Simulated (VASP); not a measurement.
# MgP3H (R-3c) in VASP: single point with PBE

Aim: the single point of MgP3H with PBE.

All numbers are computed with VASP 6.6.1; they aren't measurements. Logs are shortened: lines on timing, memory, paths and dates and some standing lists are left out, and cuts for length are marked.

## (1) The cell of the first run

The structure is trigonal, space group R-3c (No. 167). The conventional cell has a = 5.463 Å, b = 5.463 Å, c = 17.707 Å, α = 90.00°, β = 90.00°, γ = 120.00°. Mg (site symmetry -3) has 6 P at 2.47 Å within 3.3 Å. Within 2.0 Å of H (site symmetry 32) lie 3 P at 1.52 Å. Within 2.0 Å of P (site symmetry 2) lie 1 H at 1.52 Å.

## (2) Single point, PBE

POSCAR reads:

```
MgP3H
1.0
    2.7314900000      4.7310780000      0.0000000000
   -2.7314900000      4.7310780000      0.0000000000
    0.0000000000     -3.1540480000      5.9022100000
Mg H P
2 2 6
Direct
    0.0000000000      0.0000000000      0.0000000000
    0.5000000000      0.5000000000      0.5000000000
    0.2500000000      0.2500000000      0.7500000000
    0.7500000000      0.7500000000      0.2500000000
    0.5290000000      0.9710000000      0.7500000000
    0.2500000000      0.5290000000      0.7500000000
    0.9710000000      0.2500000000      0.7500000000
    0.4710000000      0.0290000000      0.2500000000
    0.7500000000      0.4710000000      0.2500000000
    0.0290000000      0.7500000000      0.2500000000
```

INCAR.step1 reads:

```
PREC = Accurate
ENCUT = 520
EDIFF = 1E-6
ISMEAR = -1
SIGMA = 0.1
LREAL = False
LASPH = True
NELM = 80
ALGO = Normal
ISIF = 2
LWAVE = False
LCHARG = True
GGA = PE
NBANDS = 29
```

KPOINTS.step1 reads:

```
Automatic mesh
0
Gamma
  7 7 7
```

INCAR.step2 reads:

```
PREC = Accurate
ENCUT = 520
EDIFF = 1E-6
ISMEAR = -5
SIGMA = 0.1
LREAL = False
LASPH = True
NELM = 80
ALGO = Normal
ISIF = 2
LWAVE = False
LCHARG = False
GGA = PE
LORBIT = 10
NBANDS = 29
NEDOS = 2001
ICHARG = 11
```

KPOINTS.step2 reads:

```
Automatic mesh
0
Gamma
  11 11 11
```

Potentials or basis: VASP PAW PBE potentials, release 64 (Mg, H, P).

Launch:

```bash
$ cat potpaw_PBE.64/Mg/POTCAR potpaw_PBE.64/H/POTCAR potpaw_PBE.64/P/POTCAR > POTCAR
$ cp INCAR.step1 INCAR
$ cp KPOINTS.step1 KPOINTS
$ mpirun -np 1 vasp_std > vasp.out
$ cp INCAR.step2 INCAR
$ cp KPOINTS.step2 KPOINTS
$ mpirun -np 1 vasp_std > vasp.out
```

OUTCAR:

```text
PREC = Accurate
   ENCUT = 520
   EDIFF = 1E-6
   ISMEAR = -5
   LREAL = False
   LASPH = True
   NELM = 80
   ISIF = 2
   GGA = PE
   LORBIT = 10
   ICHARG = 11

 ion  position               nearest neighbor table
   1  0.000  0.000  0.000-   7 2.47  10 2.47   9 2.47   6 2.47   5 2.47   8 2.47
   2  0.500  0.500  0.500-   6 2.47   9 2.47   7 2.47  10 2.47   5 2.47   8 2.47
   3  0.250  0.250  0.750-   6 1.52   7 1.52   5 1.52
   4  0.750  0.750  0.250-   9 1.52  10 1.52   8 1.52
   5  0.529  0.971  0.750-   3 1.52   2 2.47   1 2.47   6 2.64   7 2.64
   6  0.250  0.529  0.750-   3 1.52   2 2.47   1 2.47   7 2.64   5 2.64
   7  0.971  0.250  0.750-   3 1.52   1 2.47   2 2.47   6 2.64   5 2.64
   8  0.471  0.029  0.250-   4 1.52   2 2.47   1 2.47  10 2.64   9 2.64
   9  0.750  0.471  0.250-   4 1.52   2 2.47   1 2.47  10 2.64   8 2.64
  10  0.029  0.750  0.250-   4 1.52   1 2.47   2 2.47   9 2.64   8 2.64

  LATTYP: Found a trigonal (rhomboedric) cell.
 ALAT       =     6.6920956452
 COS(alpha) =     0.6668000317

  Lattice vectors:

 A1 = (  -2.7314900000,   1.5770300000,   5.9022100000)
 A2 = (   0.0000000000,  -3.1540480000,   5.9022100000)
 A3 = (   2.7314900000,   1.5770300000,   5.9022100000)

Analysis of symmetry for initial positions (statically):
=====================================================================
 Subroutine PRICEL returns:
 Original cell was already a primitive cell.

 Routine SETGRP: Setting up the symmetry group for a
 trigonal (rhombohedral) supercell.

 Subroutine GETGRP returns: Found 12 space group operations
 (whereof  6 operations were pure point group operations)
 out of a pool of 12 trial point group operations.

The static configuration has the point symmetry S_6 .
 The point group associated with its full space group is D_3d.

Analysis of symmetry for dynamics (positions and initial velocities):
=====================================================================
 Subroutine PRICEL returns:
 Original cell was already a primitive cell.

 Routine SETGRP: Setting up the symmetry group for a
 trigonal (rhombohedral) supercell.

 Subroutine GETGRP returns: Found 12 space group operations
 (whereof  6 operations were pure point group operations)
 out of a pool of 12 trial point group operations.

The dynamic configuration has the point symmetry S_6 .
 The point group associated with its full space group is D_3d.

 Subroutine INISYM returns: Found 12 space group operations
 (whereof  6 operations are pure point group operations),
 and found     1 'primitive' translations

----------------------------------------------------------------------------------------

                                     Primitive cell

  volume of cell :     152.5472

  direct lattice vectors                    reciprocal lattice vectors
     2.731490000  4.731078000  0.000000000     0.183050277  0.105684159  0.056475949
    -2.731490000  4.731078000  0.000000000    -0.183050277  0.105684159  0.056475949
     0.000000000 -3.154048000  5.902210000     0.000000000  0.000000000  0.169428062

  length of vectors
     5.462978735  5.462978735  6.692092473     0.218783176  0.218783176  0.169428062

  position of ions in fractional coordinates (direct lattice)
     0.000000000  0.000000000  0.000000000
     0.500000000  0.500000000  0.500000000
     0.250000000  0.250000000  0.750000000
     0.750000000  0.750000000  0.250000000
     0.529000000  0.971000000  0.750000000
     0.250000000  0.529000000  0.750000000
     0.971000000  0.250000000  0.750000000
     0.471000000  0.029000000  0.250000000
     0.750000000  0.471000000  0.250000000
     0.029000000  0.750000000  0.250000000

  ion indices of the primitive-cell ions
   primitive index   ion index
                 1           1
                 2           2
                 3           3
                 4           4
                 5           5
                 6           6
                 7           7
                 8           8
                 9           9
                10          10

----------------------------------------------------------------------------------------

 KPOINTS: Automatic mesh

Automatic generation of k-mesh.
 Grid dimensions read from file:
 generate k-points for:   11   11   11

 Generating k-lattice:

  Cartesian coordinates                     Fractional coordinates (reciprocal lattice)
     0.016640934  0.009607651  0.005134177     0.090909091 -0.000000000  0.000000000
    -0.016640934  0.009607651  0.005134177    -0.000000000  0.090909091  0.000000000
     0.000000000  0.000000000  0.015402551     0.000000000  0.000000000  0.090909091

  Length of vectors
     0.019889380  0.019889380  0.015402551

  Shift w.r.t. Gamma in fractional coordinates (k-lattice)
     0.000000000  0.000000000  0.000000000

 TETIRR: Found    671 inequivalent tetrahedra from     7986

 Subroutine IBZKPT returns following result:
 ===========================================

 Found    146 irreducible k-points:

 Following reciprocal coordinates:
            Coordinates               Weight
  0.000000  0.000000  0.000000      1.000000
  0.090909  0.000000  0.000000      6.000000
  0.181818  0.000000  0.000000      6.000000
  0.272727 -0.000000  0.000000      6.000000
  0.363636 -0.000000  0.000000      6.000000
  0.454545  0.000000  0.000000      6.000000
[... 16 lines left out ...]
 -0.272727  0.181818 -0.000000     12.000000
 -0.181818  0.181818  0.000000      6.000000
 [... further k-points ...]
   k-points           NKPTS =    146   k-points in BZ     NKDIM =    146   number of bands    NBANDS=     29
   number of dos      NEDOS =   2001   number of ions     NIONS =     10
   total plane-waves  NPLWV =  88200
   dimension x,y,z NGX =    42 NGY =   42 NGZ =   50
   dimension x,y,z NGXF=    84 NGYF=   84 NGZF=  100
   ions per type =               2   2   6
   NGX,Y,Z   is equivalent  to a cutoff of  12.78, 12.78, 12.42 a.u.
   NGXF,Y,Z  is equivalent  to a cutoff of  25.56, 25.56, 24.84 a.u.
 SYSTEM =  unknown system
   PREC   = accura    normal or accurate (medium, high low for compatibility)
   ISTART =      0    job   : 0-new  1-cont  2-samecut
   ICHARG =     11    charge: 1-file 2-atom 10-const
   ISPIN  =      1    spin polarized calculation?
   LNONCOLLINEAR =      F non collinear calculations
   LSORBIT =      F    spin-orbit coupling
   LASPH  =      T    aspherical Exc in radial PAW
   ENCUT  =  520.0 eV  38.22 Ry    6.18 a.u.  10.16 10.16 12.44*2*pi/ulx,y,z
   NELM   =     80;   NELMIN=  2; NELMDL=  0     # of ELM steps
   EDIFF  = 0.1E-05   stopping-criterion for ELM
   LREAL  =      F    real-space projection
   EDIFFG = 0.1E-04   stopping-criterion for IOM
   NSW    =      0    number of steps for IOM
   IBRION =     -1    ionic relax: 0-MD 1-quasi-New 2-CG
   NFREE  =      0    steps in history (QN), initial steepest desc. (CG)
   ISIF   =      2    stress and relaxation
   ISYM   =      2    0-nonsym 1-usesym 2-fastsym
   POTIM  = 0.5000    time-step for ionic-motion
   TEBEG  =    0.0;   TEEND  =   0.0 temperature during run
   PSTRESS=    0.0 pullay stress
   NELECT =      36.0000    total number of electrons
   NUPDOWN=      -1.0000    fix difference up-down
   EMIN   =  10.00;   EMAX   =-10.00  energy-range for DOS
   EFERMI =   0.00;   METHOD = LEGACY
   ISMEAR =    -5;   SIGMA  =   0.10  broadening in eV -4-tet -1-fermi 0-gaus
   EFERMI_NEDOS =   21; number of points for ismear=-14 and -15
   IALGO  =     38    algorithm
   IMIX   =      4    mixing-type and parameters
     AMIX     =   0.40;   BMIX     =  1.00
     AMIX_MAG =   1.60;   BMIX_MAG =  1.00
  volume/ion in A,a.u.               =      15.25       102.94
  Fermi-wavevector in a.u.,A,eV,Ry     =   1.011675  1.911788 13.925367  1.023486
  Thomas-Fermi vector in A             =   2.144738
   LORBIT       =     10    0 simple, 1 ext, 2 COOP (PROOUT), +10 PAW based schemes
   GGA     = PE    functional components
   LHFCALC =     F    Hartree Fock is set to
   AEXX    =    0.0000 exact exchange contribution
   IVDW    =     0    specifies the selected vdW correction
   LEPSILON=     F    determine dielectric tensor
   LRPA    =     F    only Hartree local field effects (RPA)
 non-spin polarized calculation
 Fermi weights with tetrahedron method with Bloechl corrections
  energy-cutoff  :      520.00
  volume of cell :      152.55
 maximum number of plane-waves:      4127
 NGX is ok and might be reduce to    42

 number of electron      35.9999996 magnetization

 Free energy of the ion-electron system (eV)
  ---------------------------------------------------
  ext. energy  EPLUGINS =         0.00000000
  ---------------------------------------------------
  free energy    TOTEN  =       -33.68186773 eV

  energy without entropy =      -33.68186773  energy(sigma->0) =      -33.68186773

 E-fermi :   5.3681     XC(G=0):  -9.9149

 val. band max:        5.4313562586   @ k =  -0.3636   0.2727   0.1818
 cond. band min:       5.3279229576   @ k =  -0.2727  -0.3636   0.0909
 fundamental gap:     -0.1034333010
 Fermi energy:         5.3680905224

 k-point     1 :       0.0000    0.0000    0.0000
  band No.  band energies     occupation
      1      -9.4632      2.00000
      2      -8.5975      2.00000
      3      -3.5680      2.00000
      4      -3.5680      2.00000
      5      -3.2739      2.00000
      6      -3.2739      2.00000
[... 757 lines left out ...]
     28      10.6775      0.00000
     29      11.4298      0.00000

 [... further k-points ...]

------------------------ aborting loop because EDIFF is reached ----------------------------------------

  FORCE on cell =-STRESS in cart. coord.  units (eV):
  Direction    XX          YY          ZZ          XY          YZ          ZX
  --------------------------------------------------------------------------------------
  -------------------------------------------------------------------------------------
  Total       12.1417268     12.1417193      8.4095217      0.0000000      0.0000057     -0.0000000
  in kB      127.5224538    127.5223751     88.3237504      0.0000000      0.0000599     -0.0000000
  external PRESSURE =     114.4561931 kB  Pullay stress =       0.0000000 kB

 VOLUME and BASIS-vectors are now :
 -----------------------------------------------------------------------------
  energy-cutoff  :      520.00
  volume of cell :      152.55
      direct lattice vectors                 reciprocal lattice vectors
     2.731490000  4.731078000  0.000000000     0.183050277  0.105684159  0.056475949
    -2.731490000  4.731078000  0.000000000    -0.183050277  0.105684159  0.056475949
     0.000000000 -3.154048000  5.902210000     0.000000000  0.000000000  0.169428062

 POSITION                                       TOTAL-FORCE (eV/Angst)
 -----------------------------------------------------------------------------------
      0.00000      0.00000      0.00000         0.000000      0.000000      0.000000
      0.00000      3.15405      2.95111         0.000000      0.000000      0.000000
      0.00000      0.00000      4.42666         0.000000      0.000000      0.000000
      0.00000      6.30811      1.47555         0.000000      0.000000     -0.000000
     -1.20732      4.73108      4.42666         0.784399      0.000000      0.000000
     -0.76209      1.31997      4.42666        -0.392200      0.679310      0.000000
      1.96940      3.41111      4.42666        -0.392200     -0.679310      0.000000
      1.20732      1.57703      1.47555        -0.784399      0.000000     -0.000000
      0.76209      4.98813      1.47555         0.392200     -0.679310      0.000000
     -1.96940      2.89700      1.47555         0.392200      0.679310      0.000000
 -----------------------------------------------------------------------------------
    total drift:                                0.000000     -0.000000      0.000000

  FREE ENERGIE OF THE ION-ELECTRON SYSTEM (eV)
  ---------------------------------------------------
  free  energy   TOTEN  =       -33.6818677317 eV

  energy  without entropy=      -33.6818677317  energy(sigma->0) =      -33.68186773

 total charge

# of ion       s       p       d       tot
------------------------------------------
    1        0.207   0.197   0.055   0.460
    2        0.207   0.197   0.055   0.460
    3        0.608   0.079   0.000   0.687
    4        0.608   0.079   0.000   0.687
    5        1.123   1.320   0.000   2.444
    6        1.123   1.320   0.000   2.444
    7        1.123   1.320   0.000   2.444
    8        1.123   1.320   0.000   2.444
    9        1.123   1.320   0.000   2.444
   10        1.123   1.320   0.000   2.444
--------------------------------------------------
tot          8.371   8.475   0.110  16.957
```

Wall time 14 min (1 thread of Intel Xeon 8259CL, shared host); peak memory 0.65 GiB.

Results:

* Valence electrons inside the program's atomic spheres: Mg 0.46; H 0.69; P 2.44
